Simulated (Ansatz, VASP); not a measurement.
## WSe4: VASP beside Ansatz

Contents of INCAR:

```
SYSTEM = WSe4
ALGO = Normal ; EDIFF = 1E-7
EDIFFG = -0.01 ; ENCUT = 600
GGA = PE ; IBRION = 2
ISIF = 3 ; ISMEAR = 0
LASPH = .True. ; LCHARG = .False.
LREAL = .False. ; LWAVE = .False.
NELM = 100 ; NSW = 100
PREC = Accurate ; SIGMA = 0.1
```

KPOINTS

```
k-points
0
Gamma
  8 8 8
  0 0 0
```

File POSCAR:

```
WSe4
1.0
    5.4801149598      0.0000000000      0.0000000000
    0.0000000000      5.4801149598      0.0000000000
    0.0000000000      0.0000000000      5.4801149598
W Se
1 4
Direct
    0.0000000000      0.0000000000      0.0000000000
    0.2444537889      0.2444537889      0.2444537889
    0.7555462111      0.7555462111      0.2444537889
    0.2444537889      0.7555462111      0.7555462111
    0.7555462111      0.2444537889      0.7555462111
```

Input for Ansatz:

```yaml
crystal:
  lattice:
    - [5.4801149598, 0.0, 0.0]
    - [0.0, 5.4801149598, 0.0]
    - [0.0, 0.0, 5.4801149598]
  atoms:
    - { symbol: W, position: [0.0, 0.0, 0.0] }
    - { symbol: Se, position: [0.2444537889, 0.2444537889, 0.2444537889] }
    - { symbol: Se, position: [0.7555462111, 0.7555462111, 0.2444537889] }
    - { symbol: Se, position: [0.2444537889, 0.7555462111, 0.7555462111] }
    - { symbol: Se, position: [0.7555462111, 0.2444537889, 0.7555462111] }
basis:
  ecutwfc: 420
kpoints:
  mp_grid: { grid: [8, 8, 8] }
hamiltonian:
  xc: pbe
scf:
  occupations: { method: gaussian, width: 0.1 }
output:
  forces: true
  stress: true
  eigenvalues: true
  write_density: true
  write_potential: true
  elf: true
  volumetric_format: npy
relax:
  adjacent_minimum: "off"
  f_tol: 0.01
  max_steps: 80
  cell: { stress_tol: 0.05 }
```

Change from the starting cell: species swapped into the SnI4 type (P-43m, No. 215).

Alike in both runs: task relaxation of cell and atoms; functional PBE; k mesh 8 × 8 × 8; occupations gaussian, width 0.1 eV; no spin polarisation.

```csv
,VASP,Ansatz
version,VASP 6.6.1,Ansatz 0.2.0
potentials or method,"VASP PAW PBE potentials, release 64 (W_sv, Se), cutoff 600 eV","scalar-relativistic, plane waves, PAW"
valence electrons in the cell,38,78
```

Ansatz gave:

| Property | Result |
| --- | --- |
| gap on the k mesh at the Fermi level, each at its own relaxed structure (eV) | none |
| relaxed volume (Å³/atom) | 32.56 |
| relaxed cell length with the largest relative difference (Å) | 5.460 |

Q: Estimate VASP's values.

A: gap on the k mesh at the Fermi level, each at its own relaxed structure (eV): none; relaxed volume (Å³/atom): 32.38; relaxed cell length with the largest relative difference (Å): 5.450.

A gap of «none» marks a metal or a gap that the smearing closes. VASP's potentials hold 38 valence electrons a cell and Ansatz's 78, so a difference there can come from the potentials and not from the codes.

Neither program's run includes spin-orbit coupling.
